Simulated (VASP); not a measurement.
# KI2 (P-3m1) in VASP: notebook

The runs below take KI2 through single point, relaxation of cell and atoms, with PBE.

Everything below comes from runs of VASP 6.6.1. Logs are shortened: lines on timing, memory, paths and dates and some standing lists are left out, and cuts for length are marked.

## (1) The cell of the first run

Symmetry: P-3m1, No. 164, trigonal system. Conventional cell: a = 4.625 Å, b = 4.625 Å, c = 5.934 Å, α = 90.00°, β = 90.00°, γ = 120.00°. Within 4.1 Å of K (site symmetry -3m) lie 6 I at 3.12 Å. I (site symmetry 3m) has 3 K at 3.12 Å and 3 I at 3.79 Å within 4.1 Å.

## (2) Single point, PBE

File INCAR:

```
  ALGO = Normal
  EDIFF = 1E-6
  ENCUT = 520
  GGA = PE
  ISIF = 2
  ISMEAR = 0
  LASPH = T
  LCHARG = F
  LREAL = F
  LWAVE = F
  NBANDS = 18
  NELM = 100
  PREC = Accurate
  SIGMA = 0.1
```

File KPOINTS:

```
k-points
0
Gamma
  6 6 4
```

File POSCAR:

```
KI2
1.0
    4.6249542900      0.0000000000      0.0000000000
   -2.3124771500      4.0053279100      0.0000000000
    0.0000000000      0.0000000000      5.9341877800
K I
1 2
Direct
    0.0000000000      0.0000000000      0.0000000000
    0.3333333300      0.6666666700      0.2733419500
    0.6666666700      0.3333333300      0.7266580500
```

Potentials or basis: VASP PAW PBE potentials, release 64 (K_sv, I).

Run with:

```
$ cat potpaw_PBE.64/K_sv/POTCAR potpaw_PBE.64/I/POTCAR > POTCAR
$ mpirun -np 1 vasp_std > vasp.out
```

OUTCAR:

```text
EDIFF = 1E-6
   ENCUT = 520
   GGA = PE
   ISIF = 2
   ISMEAR = 0
   LASPH = T
   LREAL = F
   NELM = 100
   PREC = Accurate

 ion  position               nearest neighbor table
   1  0.000  0.000  0.000-   2 3.12   3 3.12   3 3.12   2 3.12   3 3.12   2 3.12
   2  0.333  0.667  0.273-   1 3.12   1 3.12   1 3.12
   3  0.667  0.333  0.727-   1 3.12   1 3.12   1 3.12

  LATTYP: Found a hexagonal cell.
 ALAT       =     4.6249542900
 C/A-ratio  =     1.2830803091

  Lattice vectors:

 A1 = (   4.6249542900,   0.0000000000,   0.0000000000)
 A2 = (  -2.3124771500,   4.0053279100,   0.0000000000)
 A3 = (   0.0000000000,   0.0000000000,   5.9341877800)

Analysis of symmetry for initial positions (statically):
=====================================================================
 Subroutine PRICEL returns:
 Original cell was already a primitive cell.

 Routine SETGRP: Setting up the symmetry group for a
 hexagonal supercell.

 Subroutine GETGRP returns: Found 12 space group operations
 (whereof 12 operations were pure point group operations)
 out of a pool of 24 trial point group operations.

The static configuration has the point symmetry D_3d.

Analysis of symmetry for dynamics (positions and initial velocities):
=====================================================================
 Subroutine PRICEL returns:
 Original cell was already a primitive cell.

 Routine SETGRP: Setting up the symmetry group for a
 hexagonal supercell.

 Subroutine GETGRP returns: Found 12 space group operations
 (whereof 12 operations were pure point group operations)
 out of a pool of 24 trial point group operations.

The dynamic configuration has the point symmetry D_3d.

 Subroutine INISYM returns: Found 12 space group operations
 (whereof 12 operations are pure point group operations),
 and found     1 'primitive' translations

----------------------------------------------------------------------------------------

                                     Primitive cell

  volume of cell :     109.9276

  direct lattice vectors                    reciprocal lattice vectors
     4.624954290  0.000000000  0.000000000     0.216218353  0.124833725  0.000000000
    -2.312477150  4.005327910  0.000000000     0.000000000  0.249667449  0.000000000
     0.000000000  0.000000000  5.934187780     0.000000000  0.000000000  0.168515058

  length of vectors
     4.624954290  4.624954296  5.934187780     0.249667449  0.249667449  0.168515058

  position of ions in fractional coordinates (direct lattice)
     0.000000000  0.000000000  0.000000000
     0.333333330  0.666666670  0.273341950
     0.666666670  0.333333330  0.726658050

  ion indices of the primitive-cell ions
   primitive index   ion index
                 1           1
                 2           2
                 3           3

----------------------------------------------------------------------------------------

 KPOINTS: k-points

Automatic generation of k-mesh.
 Grid dimensions read from file:
 generate k-points for:    6    6    4

 Generating k-lattice:

  Cartesian coordinates                     Fractional coordinates (reciprocal lattice)
     0.036036392  0.020805621  0.000000000     0.166666667  0.000000000  0.000000000
     0.000000000  0.041611241  0.000000000     0.000000000  0.166666667  0.000000000
     0.000000000  0.000000000  0.042128765     0.000000000  0.000000000  0.250000000

  Length of vectors
     0.041611241  0.041611241  0.042128765

  Shift w.r.t. Gamma in fractional coordinates (k-lattice)
     0.000000000  0.000000000  0.000000000

 Subroutine IBZKPT returns following result:
 ===========================================

 Found     24 irreducible k-points:

 Following reciprocal coordinates:
            Coordinates               Weight
  0.000000  0.000000  0.000000      1.000000
  0.166667  0.000000  0.000000      6.000000
  0.333333  0.000000  0.000000      6.000000
  0.500000  0.000000  0.000000      3.000000
  0.166667  0.166667  0.000000      6.000000
  0.333333  0.166667  0.000000     12.000000
[... 16 lines left out ...]
  0.333333  0.166667  0.500000     12.000000
  0.333333  0.333333  0.500000      2.000000
   k-points           NKPTS =     24   k-points in BZ     NKDIM =     24   number of bands    NBANDS=     18
   number of dos      NEDOS =    301   number of ions     NIONS =      3
   total plane-waves  NPLWV =  62208
   dimension x,y,z NGX =    36 NGY =   36 NGZ =   48
   dimension x,y,z NGXF=    72 NGYF=   72 NGZF=   96
   ions per type =               1   2
   NGX,Y,Z   is equivalent  to a cutoff of  12.94, 12.94, 13.45 a.u.
   NGXF,Y,Z  is equivalent  to a cutoff of  25.88, 25.88, 26.89 a.u.
 SYSTEM =  unknown system
   PREC   = accura    normal or accurate (medium, high low for compatibility)
   ISTART =      0    job   : 0-new  1-cont  2-samecut
   ICHARG =      2    charge: 1-file 2-atom 10-const
   ISPIN  =      1    spin polarized calculation?
   LNONCOLLINEAR =      F non collinear calculations
   LSORBIT =      F    spin-orbit coupling
   LASPH  =      T    aspherical Exc in radial PAW
   ENCUT  =  520.0 eV  38.22 Ry    6.18 a.u.   8.60  8.60 11.03*2*pi/ulx,y,z
   NELM   =    100;   NELMIN=  2; NELMDL= -5     # of ELM steps
   EDIFF  = 0.1E-05   stopping-criterion for ELM
   LREAL  =      F    real-space projection
   EDIFFG = 0.1E-04   stopping-criterion for IOM
   NSW    =      0    number of steps for IOM
   IBRION =     -1    ionic relax: 0-MD 1-quasi-New 2-CG
   NFREE  =      0    steps in history (QN), initial steepest desc. (CG)
   ISIF   =      2    stress and relaxation
   ISYM   =      2    0-nonsym 1-usesym 2-fastsym
   POTIM  = 0.5000    time-step for ionic-motion
   TEBEG  =    0.0;   TEEND  =   0.0 temperature during run
   PSTRESS=    0.0 pullay stress
   NELECT =      23.0000    total number of electrons
   NUPDOWN=      -1.0000    fix difference up-down
   EMIN   =  10.00;   EMAX   =-10.00  energy-range for DOS
   EFERMI =   0.00;   METHOD = LEGACY
   ISMEAR =     0;   SIGMA  =   0.10  broadening in eV -4-tet -1-fermi 0-gaus
   EFERMI_NEDOS =   21; number of points for ismear=-14 and -15
   IALGO  =     38    algorithm
   IMIX   =      4    mixing-type and parameters
     AMIX     =   0.40;   BMIX     =  1.00
     AMIX_MAG =   1.60;   BMIX_MAG =  1.00
  volume/ion in A,a.u.               =      36.64       247.28
  Fermi-wavevector in a.u.,A,eV,Ry     =   0.971886  1.836598 12.851543  0.944562
  Thomas-Fermi vector in A             =   2.102139
   LORBIT       =      0    0 simple, 1 ext, 2 COOP (PROOUT), +10 PAW based schemes
   GGA     = PE    functional components
   LHFCALC =     F    Hartree Fock is set to
   AEXX    =    0.0000 exact exchange contribution
   IVDW    =     0    specifies the selected vdW correction
   LEPSILON=     F    determine dielectric tensor
   LRPA    =     F    only Hartree local field effects (RPA)
 non-spin polarized calculation
 Gauss-broadening in eV      SIGMA  =   0.10
  energy-cutoff  :      520.00
  volume of cell :      109.93
 maximum number of plane-waves:      2986
 NGX is ok and might be reduce to    36
   NGX = 17   NGY = 17   NGZ = 23

 number of electron      22.9999996 magnetization

 Free energy of the ion-electron system (eV)
  ---------------------------------------------------
  ext. energy  EPLUGINS =         0.00000000
  ---------------------------------------------------
  free energy    TOTEN  =        -5.47440370 eV

  energy without entropy =       -5.44156181  energy(sigma->0) =       -5.45798276

 E-fermi :   1.6364     XC(G=0):  -8.2057

 val. band max:        1.6339310320   @ k =   0.1667   0.1667   0.0000
 cond. band min:       1.6461606578   @ k =   0.1667   0.1667   0.5000
 fundamental gap:      0.0122296258
 Fermi energy:         1.6363570517

 k-point     1 :       0.0000    0.0000    0.0000
  band No.  band energies     occupation
      1     -26.5946      2.00000
      2     -10.5518      2.00000
      3     -10.1881      2.00000
      4     -10.1881      2.00000
      5     -10.0403      2.00000
      6      -8.7316      2.00000
[... 10 lines left out ...]
     17       9.1448      0.00000
     18       9.1994      0.00000

 k-point     2 :       0.1667    0.0000    0.0000
  band No.  band energies     occupation
      1     -26.5928      2.00000
      2     -10.5196      2.00000
      3     -10.4649      2.00000
      4     -10.1970      2.00000
      5      -9.6681      2.00000
      6      -8.8379      2.00000
[... 10 lines left out ...]
     17       9.2916      0.00000
     18       9.4664      0.00000

 k-point     3 :       0.3333    0.0000    0.0000
  band No.  band energies     occupation
      1     -26.5891      2.00000
      2     -10.7411      2.00000
      3     -10.3242      2.00000
      4     -10.2148      2.00000
      5      -9.3560      2.00000
      6      -9.0124      2.00000
[... 10 lines left out ...]
     17      10.2166      0.00000
     18      10.4334      0.00000

 k-point     4 :       0.5000    0.0000    0.0000
  band No.  band energies     occupation
      1     -26.5873      2.00000
      2     -10.8239      2.00000
      3     -10.2237      2.00000
      4     -10.2130      2.00000
      5      -9.3855      2.00000
      6      -8.9753      2.00000
[... 375 lines left out ...]
      4     -10.2166      2.00000
      5      -9.3132      2.00000
      6      -9.0605      2.00000
[... 10 lines left out ...]
     17       9.6854      0.00000
     18       9.9754      0.00000

 k-point    23 :       0.3333    0.1667    0.5000
  band No.  band energies     occupation
      1     -26.5872      2.00000
      2     -10.6954      2.00000
      3     -10.3888      2.00000
      4     -10.2212      2.00000
      5      -9.3812      2.00000
      6      -8.9305      2.00000
[... 10 lines left out ...]
     17       9.9784      0.00000
     18      10.3149      0.00000

 k-point    24 :       0.3333    0.3333    0.5000
  band No.  band energies     occupation
      1     -26.5863      2.00000
      2     -10.5746      2.00000
      3     -10.5746      2.00000
      4     -10.2085      2.00000
      5      -9.1250      2.00000
      6      -9.1250      2.00000
[... 10 lines left out ...]
     17      10.2207      0.00000
     18      10.2207      0.00000

------------------------ aborting loop because EDIFF is reached ----------------------------------------

  FORCE on cell =-STRESS in cart. coord.  units (eV):
  Direction    XX          YY          ZZ          XY          YZ          ZX
  --------------------------------------------------------------------------------------
  -------------------------------------------------------------------------------------
  Total        4.9413563      4.9413563      3.1498603     -0.0000000     -0.0000000      0.0000000
  in kB       72.0194736     72.0194738     45.9087077     -0.0000001     -0.0000000      0.0000000
  external PRESSURE =      63.3158850 kB  Pullay stress =       0.0000000 kB

 VOLUME and BASIS-vectors are now :
 -----------------------------------------------------------------------------
  energy-cutoff  :      520.00
  volume of cell :      109.93
      direct lattice vectors                 reciprocal lattice vectors
     4.624954290  0.000000000  0.000000000     0.216218353  0.124833725  0.000000000
    -2.312477150  4.005327910  0.000000000     0.000000000  0.249667449  0.000000000
     0.000000000  0.000000000  5.934187780     0.000000000  0.000000000  0.168515058

 POSITION                                       TOTAL-FORCE (eV/Angst)
 -----------------------------------------------------------------------------------
      0.00000      0.00000      0.00000        -0.000000      0.000000      0.000000
     -0.00000      2.67022      1.62206         0.000000      0.000000      0.686803
      2.31248      1.33511      4.31213        -0.000000      0.000000     -0.686803
 -----------------------------------------------------------------------------------
    total drift:                               -0.000000      0.000000      0.000000

  FREE ENERGIE OF THE ION-ELECTRON SYSTEM (eV)
  ---------------------------------------------------
  free  energy   TOTEN  =        -5.4744037006 eV

  energy  without entropy=       -5.4415618124  energy(sigma->0) =       -5.45798276
```

Run time: 30 s. Hardware: 1 thread of Intel Xeon Platinum 8488C (Sapphire Rapids), shared host; peak memory 0.25 GiB.

Results:

```yaml
Free_energy: -5.4744 eV
Pressure: 6.3 GPa
Largest_force: 0.687 eV/Å
```

Forces in eV/Å, atoms in the order of the input:
```
K    0.000  0.000  0.000
I    0.000  0.000  0.687
I    0.000  0.000 -0.687
```

Caveat: spin-orbit coupling is left out, which moves the levels of the heavy elements; an odd number of electrons without spin polarisation forces a metal; a magnetic or distorted state may lie lower.

## (3) Single point, PBE

This run uses another cell than the first one, of 47.33 Å³/atom, 1.292 times its volume.

File INCAR:

```
ALGO     = Normal         # electronic algorithm
EDIFF    = 1E-7           # SCF threshold, eV
ENCUT    = 520            # plane-wave cutoff, eV
GGA      = PE             # functional
ISIF     = 2              # what is computed and relaxed
ISMEAR   = 0              # smearing method
LASPH    = True           # aspherical terms in the spheres
LCHARG   = False          # write CHGCAR
LREAL    = False          # projectors in reciprocal space
LWAVE    = False          # write WAVECAR
NBANDS   = 18             # bands
NELM     = 60             # most SCF steps
PREC     = Accurate       # precision mode
SIGMA    = 0.1            # smearing width, eV
```

KPOINTS is that of step 2.

File POSCAR:

```
KI2
1.0
    5.5940063150      0.0000000035      0.0000000000
   -2.7970031605      4.8445515760      0.0000000000
    0.0000000000      0.0000000000      5.2390358367
K I
1 2
Direct
    0.0000000000      0.0000000000      0.0000000000
    0.3333333333      0.6666666667      0.2738298726
    0.6666666667      0.3333333333      0.7261701274
```

Potentials or basis: VASP PAW PBE potentials, release 64 (K_sv, I).

Run with:

```
$ cat potpaw_PBE.64/K_sv/POTCAR potpaw_PBE.64/I/POTCAR > POTCAR
$ mpirun -np 1 vasp_std > vasp.out
```

Run time: 44 s. Hardware: 1 thread of Intel Xeon Platinum 8488C (Sapphire Rapids), shared host; peak memory 0.26 GiB.

The run converged. Its results:

```
Free energy   : -6.2221 eV
Pressure      : 0.0 GPa
Largest force : 0.010 eV/Å
```

Forces in eV/Å, atoms in the order of the input:
```
K    0.000  0.000  0.000
I    0.000  0.000  0.010
I    0.000  0.000 -0.010
```

Levels at points of the mesh, in eV from the Fermi level:
| k point | band 9 | band 10 | band 11 | band 12 | band 13 | band 14 |
| --- | --- | --- | --- | --- | --- | --- |
| (0.00, 0.00, 0.00) | -1.37 | -0.24 | -0.24 | 0.16 | 4.13 | 5.71 |
| (0.50, 0.00, 0.00) | -0.97 | -0.51 | -0.45 | -0.12 | 4.94 | 6.50 |
| (0.00, 0.00, 0.50) | -0.85 | -0.85 | -0.78 | -0.78 | 5.84 | 5.84 |
| (0.50, 0.00, 0.50) | -1.13 | -0.62 | -0.08 | 0.01 | 5.99 | 6.01 |

Caveat: spin-orbit coupling is left out, which moves the levels of the heavy elements; an odd number of electrons without spin polarisation forces a metal; a magnetic or distorted state may lie lower.

## (4) Relaxation of cell and atoms, PBE

File INCAR:

```
PREC = Accurate
ENCUT = 600
EDIFF = 1E-6
ISMEAR = 0
SIGMA = 0.1
LREAL = False
LASPH = True
NELM = 60
ALGO = Normal
ISIF = 3
LWAVE = False
LCHARG = False
GGA = PE
IBRION = 2
NSW = 90
EDIFFG = -0.04
```

File KPOINTS:

```
Automatic mesh
0
Gamma
  6 6 4
```

File POSCAR:

```
KI2
1.0
    4.6249542900      0.0000000000      0.0000000000
   -2.3124771500      4.0053279100      0.0000000000
    0.0000000000      0.0000000000      5.9341877800
K I
1 2
Direct
    0.0000000000      0.0000000000      0.0000000000
    0.3333333300      0.6666666700      0.2733419500
    0.6666666700      0.3333333300      0.7266580500
```

Run with:

```
$ cat potpaw_PBE.64/K_sv/POTCAR potpaw_PBE.64/I/POTCAR > POTCAR
$ mpirun -np 1 vasp_std > vasp.out
```

It took 6.1 min on 1 thread of Intel Xeon Platinum 8488C (Sapphire Rapids), shared host; peak memory 0.3 GiB.

It converged, with:

```
Free energy                            : -6.2182 eV
Relaxed volume                         : 46.81 Å³/atom
Relaxed cell                           : a = 5.562 Å, b = 5.562 Å, c = 5.242 Å, α = 90.00°, β = 90.00°, γ = 120.00°
Space group after relaxing (to 0.05 Å) : P-3m1 (No. 164)
Energy gained by relaxing              : 247.9 meV/atom
Ionic steps                            : 13
Pressure after relaxing                : 0.1 GPa
Largest force after relaxing           : 0.034 eV/Å
```

Forces on the atoms (eV/Å):
```
K    0.000  0.000  0.000
I    0.000  0.000 -0.034
I    0.000  0.000  0.034
```

The path:
| step | energy change (eV) | largest force (eV/Å) | pressure (GPa) | volume (Å³) |
| --- | --- | --- | --- | --- |
| 1 | 0.0000 | 0.6870 | 6.34 | 109.93 |
| 2 | -0.5796 | 0.1854 | 1.34 | 134.60 |
| 3 | -0.6432 | 0.0749 | 0.39 | 144.83 |
| 4 | -0.6232 | 0.0654 | -0.67 | 166.79 |
| 5 | -0.6544 | 0.0045 | -0.16 | 153.83 |
| 6 | -0.6548 | 0.0126 | -0.10 | 152.59 |
| 7 | -0.6651 | 0.0032 | -0.10 | 152.19 |
| 8 | -0.6932 | 0.0222 | -0.11 | 150.80 |
| 9 | -0.7317 | 0.0512 | -0.11 | 147.21 |
| 10 | -0.7172 | 0.0635 | -0.14 | 136.63 |
| 11 | -0.7423 | 0.0508 | -0.12 | 143.95 |
| 12 | -0.7425 | 0.0504 | -0.12 | 143.71 |
| 13 | -0.7437 | 0.0337 | 0.10 | 140.43 |

Final structure:
```xyz
3
Lattice="5.5618 0.0000 0.0000 -2.7809 4.8167 0.0000 0.0000 0.0000 5.2422" Properties=species:S:1:pos:R:3 pbc="T T T"
K     0.0000    0.0000    0.0000
I     0.0000    3.2111    1.4833
I     2.7809    1.6056    3.7589
```

Levels at points of the mesh, in eV from the Fermi level:
```
           k point  band 9  band 10  band 11  band 12  band 13  band 14
(0.00, 0.00, 0.00)   -1.41    -0.25    -0.25     0.13     4.12     5.71
(0.50, 0.00, 0.00)   -1.05    -0.47    -0.46    -0.11     4.89     6.53
(0.00, 0.00, 0.50)   -0.94    -0.94    -0.74    -0.74     5.80     5.80
(0.50, 0.00, 0.50)   -1.24    -0.55    -0.11     0.03     5.97     6.02
```

Caveat: the volume moved by over 15 % at a fixed basis, so the end points are rough; spin-orbit coupling is left out, which moves the levels of the heavy elements; an odd number of electrons without spin polarisation forces a metal; a magnetic or distorted state may lie lower.

## (5) Summary

```tsv
task	cell	cutoff (eV)	gap on the mesh (eV)	pressure (GPa)	largest force (eV/Å)
single point	a = 4.625, b = 4.625, c = 5.934 Å, angles 90.0, 90.0, 120.0°, 3 atoms	520	none	6.3	0.69
single point	a = 5.594, b = 5.594, c = 5.239 Å, angles 90.0, 90.0, 120.0°, 3 atoms	520	none	0.0	0.01
relaxation of cell and atoms	relaxed from a = 4.625, b = 4.625, c = 5.934 Å, angles 90.0, 90.0, 120.0°, 3 atoms	600	none	0.1	0.03
```

Alike in all rows: level PBE; potentials or basis VASP PAW PBE potentials, release 64 (K_sv, I); no spin polarisation; k mesh 6 × 6 × 4; smearing gaussian 0.1 eV.

Caveats: spin-orbit coupling is left out, which moves the levels of the heavy elements; an odd number of electrons without spin polarisation forces a metal; a magnetic or distorted state may lie lower; the volume moved by over 15 % at a fixed basis, so the end points are rough (some runs).

Absolute energies hang on the potentials; compare differences alone.
